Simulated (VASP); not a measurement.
The system is BN.

```
B N
1.0
     2.54395    0.00000    0.00000
    -1.27198    2.20313    0.00000
     0.00000    0.00000    4.20782
B N
2 2
Direct
  0.33333 0.66667 0.00020
  0.66667 0.33333 0.50020
  0.33333 0.66667 0.37480
  0.66667 0.33333 0.87480
```

Program: VASP 6.6.1. Alike in all runs: task single point; no spin polarisation; cell as given; cutoff (eV) 520; smearing gaussian 0.01 eV.

**Question.** Order these runs on this cell by their band gap on the k mesh, lowest first.
A. level PBE; potentials or basis VASP PAW PBE potentials, release 64 (B, N); k mesh 2 × 2 × 2
B. level PBE+D3(BJ); potentials or basis VASP PAW PBE potentials, release 64 (B, N); k mesh 9 × 9 × 4
C. level LDA; potentials or basis VASP PAW LDA potentials, release 64 (B, N); k mesh 9 × 9 × 4

**Answer.** C (4.96 eV), B (5.19 eV), A (6.42 eV).

Caveats: some runs use coarse meshes.

A k mesh can miss the band edges, odd and even meshes differently.
